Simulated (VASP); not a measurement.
# N (Fm-3m) in VASP: single point with PBEsol

Aim: the single point of N with PBEsol.

Everything below comes from runs of VASP 6.6.1. Logs are shortened: lines on timing, memory, paths and dates and some standing lists are left out, and cuts for length are marked.

## (1) The cell of the first run

The structure is cubic, space group Fm-3m (No. 225). Conventional cell: a = 4.600 Å, b = 4.600 Å, c = 4.600 Å, α = 90.00°, β = 90.00°, γ = 90.00°. Within 4.3 Å of N (site symmetry m-3m) lie 12 N at 3.25 Å.

## (2) Single point, PBEsol

The input, INCAR:

```
PREC     = Accurate       # precision mode
ENCUT    = 600            # plane-wave cutoff, eV
EDIFF    = 1E-6           # SCF threshold, eV
ISMEAR   = -1             # smearing method
SIGMA    = 0.1            # smearing width, eV
LREAL    = F              # projectors in reciprocal space
LASPH    = T              # aspherical terms in the spheres
NELM     = 120            # most SCF steps
ALGO     = Normal         # electronic algorithm
ISIF     = 2              # what is computed and relaxed
LWAVE    = F              # write WAVECAR
LCHARG   = T              # write CHGCAR
GGA      = PS             # functional
LELF     = T              # ELF
LVHAR    = T            
NBANDS   = 8              # bands
GGA_COMPAT= F
```

The input, KPOINTS:

```
regular mesh
0
Gamma
  11 11 11
```

The input, POSCAR:

```
N
1.0
    0.0000000000      2.3000000000      2.3000000000
    2.3000000000      0.0000000000      2.3000000000
    2.3000000000      2.3000000000      0.0000000000
N
1
Direct
    0.0000000000      0.0000000000      0.0000000000
```

Potentials or basis: VASP PAW PBE potentials, release 64 (N).

Command:

```bash
> cat potpaw_PBE.64/N/POTCAR > POTCAR
> mpirun -np 1 vasp_std > vasp.out
```

OUTCAR:

```text
PREC = Accurate
   ENCUT = 600
   EDIFF = 1E-6
   ISMEAR = -1
   LREAL = F
   LASPH = T
   NELM = 120
   ISIF = 2
   GGA = PS

 ion  position               nearest neighbor table
   1  0.000  0.000  0.000-

  LATTYP: Found a face centered cubic cell.
 ALAT       =     4.6000000000

  Lattice vectors:

 A1 = (   0.0000000000,   2.3000000000,   2.3000000000)
 A2 = (   2.3000000000,   0.0000000000,   2.3000000000)
 A3 = (   2.3000000000,   2.3000000000,   0.0000000000)

Analysis of symmetry for initial positions (statically):
=====================================================================
 Subroutine PRICEL returns:
 Original cell was already a primitive cell.

 Routine SETGRP: Setting up the symmetry group for a
 face centered cubic supercell.

 Subroutine GETGRP returns: Found 48 space group operations
 (whereof 48 operations were pure point group operations)
 out of a pool of 48 trial point group operations.

The static configuration has the point symmetry O_h .

Analysis of symmetry for dynamics (positions and initial velocities):
=====================================================================
 Subroutine PRICEL returns:
 Original cell was already a primitive cell.

 Routine SETGRP: Setting up the symmetry group for a
 face centered cubic supercell.

 Subroutine GETGRP returns: Found 48 space group operations
 (whereof 48 operations were pure point group operations)
 out of a pool of 48 trial point group operations.

The dynamic configuration has the point symmetry O_h .

 Subroutine INISYM returns: Found 48 space group operations
 (whereof 48 operations are pure point group operations),
 and found     1 'primitive' translations

----------------------------------------------------------------------------------------

                                     Primitive cell

  volume of cell :      24.3340

  direct lattice vectors                    reciprocal lattice vectors
     0.000000000  2.300000000  2.300000000    -0.217391304  0.217391304  0.217391304
     2.300000000  0.000000000  2.300000000     0.217391304 -0.217391304  0.217391304
     2.300000000  2.300000000  0.000000000     0.217391304  0.217391304 -0.217391304

  length of vectors
     3.252691193  3.252691193  3.252691193     0.376532784  0.376532784  0.376532784

  position of ions in fractional coordinates (direct lattice)
     0.000000000  0.000000000  0.000000000

  ion indices of the primitive-cell ions
   primitive index   ion index
[... 75 lines left out ...]
   EDIFFG = 0.1E-04   stopping-criterion for IOM
   NSW    =      0    number of steps for IOM
   IBRION =     -1    ionic relax: 0-MD 1-quasi-New 2-CG
   NFREE  =      0    steps in history (QN), initial steepest desc. (CG)
   ISIF   =      2    stress and relaxation
   ISYM   =      2    0-nonsym 1-usesym 2-fastsym
   POTIM  = 0.5000    time-step for ionic-motion
   TEBEG  =    0.0;   TEEND  =   0.0 temperature during run
   PSTRESS=    0.0 pullay stress
   NELECT =       5.0000    total number of electrons
   NUPDOWN=      -1.0000    fix difference up-down
   EMIN   =  10.00;   EMAX   =-10.00  energy-range for DOS
   EFERMI =   0.00;   METHOD = LEGACY
   ISMEAR =    -1;   SIGMA  =   0.10  broadening in eV -4-tet -1-fermi 0-gaus
   EFERMI_NEDOS =   21; number of points for ismear=-14 and -15
   IALGO  =     38    algorithm
   IMIX   =      4    mixing-type and parameters
     AMIX     =   0.40;   BMIX     =  1.00
     AMIX_MAG =   1.60;   BMIX_MAG =  1.00
  volume/ion in A,a.u.               =      24.33       164.21
  Fermi-wavevector in a.u.,A,eV,Ry     =   0.966037  1.825545 12.697325  0.933227
  Thomas-Fermi vector in A             =   2.095804
   LORBIT       =      0    0 simple, 1 ext, 2 COOP (PROOUT), +10 PAW based schemes
   GGA     = PS    functional components
   LHFCALC =     F    Hartree Fock is set to
   AEXX    =    0.0000 exact exchange contribution
   IVDW    =     0    specifies the selected vdW correction
   LEPSILON=     F    determine dielectric tensor
   LRPA    =     F    only Hartree local field effects (RPA)
 non-spin polarized calculation
  energy-cutoff  :      600.00
  volume of cell :       24.33
 maximum number of plane-waves:       869
 NGX is ok and might be reduce to    28
   NGX = 13   NGY = 13   NGZ = 13

 number of electron       5.0000000 magnetization

 Free energy of the ion-electron system (eV)
  ---------------------------------------------------
  ext. energy  EPLUGINS =         0.00000000
  ---------------------------------------------------
  free energy    TOTEN  =        -1.64002909 eV

  energy without entropy =       -1.53741360  energy(sigma->0) =       -1.58872135

 E-fermi :  -3.8683     XC(G=0):  -7.3803

 val. band max:       -3.8724212194   @ k =  -0.2727   0.4545   0.1818
 cond. band min:      -3.8625087540   @ k =   0.1818   0.1818   0.0000
 fundamental gap:      0.0099124654
 Fermi energy:        -3.8683360120

 k-point     1 :       0.0000    0.0000    0.0000
  band No.  band energies     occupation
      1     -16.2685      2.00000
      2      -3.1076      0.00099
      3      -3.1076      0.00099
      4      -3.1076      0.00099
      5       4.2372      0.00000
      6      16.4674      0.00000
      7      16.4674      0.00000
      8      16.4674      0.00000
[... 243 lines left out ...]
 k-point    24 :      -0.1818    0.1818    0.0000
  band No.  band energies     occupation
      1     -15.7893      2.00000
      2      -4.4772      1.99547
      3      -3.6107      0.14132
      4      -3.2081      0.00271
      5       6.4454      0.00000
      6      11.9979      0.00000
      7      13.5326      0.00000
      8      17.0004      0.00000

 [... further k-points ...]

------------------------ aborting loop because EDIFF is reached ----------------------------------------

  FORCE on cell =-STRESS in cart. coord.  units (eV):
  Direction    XX          YY          ZZ          XY          YZ          ZX
  --------------------------------------------------------------------------------------
  -------------------------------------------------------------------------------------
  Total       -2.2083451     -2.2083451     -2.2083451      0.0000000      0.0000000      0.0000000
  in kB     -145.3998736   -145.3998736   -145.3998736      0.0000000      0.0000000      0.0000000
  external PRESSURE =    -145.3998736 kB  Pullay stress =       0.0000000 kB

 VOLUME and BASIS-vectors are now :
 -----------------------------------------------------------------------------
  energy-cutoff  :      600.00
  volume of cell :       24.33
      direct lattice vectors                 reciprocal lattice vectors
     0.000000000  2.300000000  2.300000000    -0.217391304  0.217391304  0.217391304
     2.300000000  0.000000000  2.300000000     0.217391304 -0.217391304  0.217391304
     2.300000000  2.300000000  0.000000000     0.217391304  0.217391304 -0.217391304

 POSITION                                       TOTAL-FORCE (eV/Angst)
 -----------------------------------------------------------------------------------
      0.00000      0.00000      0.00000         0.000000      0.000000      0.000000
 -----------------------------------------------------------------------------------
    total drift:                               -0.000000     -0.000000     -0.000000

  FREE ENERGIE OF THE ION-ELECTRON SYSTEM (eV)
  ---------------------------------------------------
  free  energy   TOTEN  =        -1.6400290877 eV

  energy  without entropy=       -1.5374136030  energy(sigma->0) =       -1.58872135
```

stdout:

```text
POSCAR found type information on POSCAR N
 POSCAR found :  1 types and       1 ions
 scaLAPACK will be used
 -----------------------------------------------------------------------------
|                                                                             |
|                                                                             |
|     You enforced a specific xc type in the INCAR file but a different       |
|     I HOPE YOU KNOW WHAT YOU ARE DOING!                                     |
|                                                                             |
 -----------------------------------------------------------------------------

 LDA part: xc-table for (Slater+PW92), standard interpolation
 POSCAR, INCAR and KPOINTS ok, starting setup
 FFT: planning ... GRIDC
 FFT: planning ... GRID_SOFT
 FFT: planning ... GRID
 WAVECAR not read
 entering main loop
```

Run time: 8.4 s. Hardware: 1 thread of AMD EPYC 7R13 (Zen 3), shared host; peak memory 0.12 GiB.

Results:

- Free energy: -1.6400 eV
- Pressure: -14.5 GPa

Levels at points of the mesh, in eV from the Fermi level:
```
           k point  band 1  band 2  band 3  band 4  band 5  band 6  band 7
(0.00, 0.00, 0.00)  -12.40    0.76    0.76    0.76    8.11   20.34   20.34
```

Caveat: the PAW data sets were made with another functional, which shifts forces and pressure a little.
